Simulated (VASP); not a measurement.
A run of VASP 6.6.1 is set up as follows.

File POSCAR:

```
C
1.0
   -2.4291088834      2.4351816556      2.4351816556
    2.4291088834     -2.4230361112      2.4230361112
    2.4291088834      2.4230361112     -2.4230361112
C
8
Direct
    0.3254551632      0.0000000000      0.0000000000
    0.6745448368      0.6745448368      0.6745448368
    0.0000000000      0.3254551632      0.0000000000
    0.0000000000      0.0000000000      0.3254551632
    0.0000000000      0.6745448368      0.0000000000
    0.3254551632      0.3254551632      0.3254551632
    0.6745448368      0.0000000000      0.0000000000
    0.0000000000      0.0000000000      0.6745448368
```

File INCAR.step1:

```
PREC = Accurate ; ENCUT = 520
ISMEAR = 0 ; SIGMA = 0.05
LREAL = F ; LASPH = T
NELM = 80 ; NBANDS = 26
GGA = PE ; ALGO = Normal
EDIFF = 1E-4 ; LWAVE = T
LCHARG = F
```

Contents of INCAR.step2:

```
PREC = Accurate ; ENCUT = 520
EDIFF = 1E-6 ; ISMEAR = 0
SIGMA = 0.05 ; LREAL = F
LASPH = T ; NELM = 80
ALGO = Normal ; ISIF = 2
LWAVE = F ; LCHARG = T
METAGGA = R2SCAN ; LMIXTAU = T
LELF = T ; LVHAR = T
NBANDS = 26 ; ISTART = 1
```

KPOINTS

```
Automatic mesh
0
Gamma
  8 8 8
```

Potentials or basis: VASP PAW PBE potentials, release 64 (C).

Command:

```sh
$ cat potpaw_PBE.64/C/POTCAR > POTCAR
$ cp INCAR.step1 INCAR
$ mpirun -np 1 vasp_std > vasp.out
$ cp INCAR.step2 INCAR
$ mpirun -np 1 vasp_std > vasp.out
```

Question: What does it give for the largest force?

Answer: 0.056 eV/Å.

Question: Predict the pressure.

Answer: 0.9 GPa.

Question: What does it give for the band gap on the k mesh?

Answer: 3.13 eV (least direct gap 4.09 eV).

Forces in eV/Å, atoms in the order of the input:
```
C   -0.032  0.033  0.033
C   -0.032 -0.033 -0.033
C    0.024 -0.025  0.025
C    0.024  0.025 -0.025
C   -0.024  0.025 -0.025
C    0.032  0.033  0.033
C    0.032 -0.033 -0.033
C   -0.024 -0.025  0.025
```

Caveat: the cell differs from its parent crystal (strain +0.0050 x Voigt [0, 0, 0, 1, 0, 0]); the PAW data sets were made with another functional, which shifts forces and pressure a little. A k mesh can miss the band edges.
